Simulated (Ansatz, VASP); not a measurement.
## One calculation of Y, two programs

```xyz
1
Lattice="-1.9344 1.9344 1.9344 1.9344 -1.9344 1.9344 1.9344 1.9344 -1.9344" Properties=species:S:1:pos:R:3 pbc="T T T"
Y     0.0000    0.0000    0.0000
```

Alike in both runs: task single point; functional PBEsol; k mesh 13 × 13 × 13; occupations fermi-dirac, width 0.1 eV; no spin polarisation.

|  | VASP | Ansatz |
| --- | --- | --- |
| version | VASP 6.6.1 | Ansatz 0.2.0 |
| potentials or method | VASP PAW PBE potentials, release 64 (Y_sv), cutoff 520 eV | plane waves (420 eV) with PAW, scalar-relativistic |
| valence electrons in the cell | 11 | 11 |

Ansatz gave:

```
pressure (GPa) : 3.8
```

**Question.** Estimate VASP's values.

**Answer.** Pressure (GPa): 3.6.

VASP's potentials were made for PBE, not for PBEsol, and Ansatz warns of the same on its side.
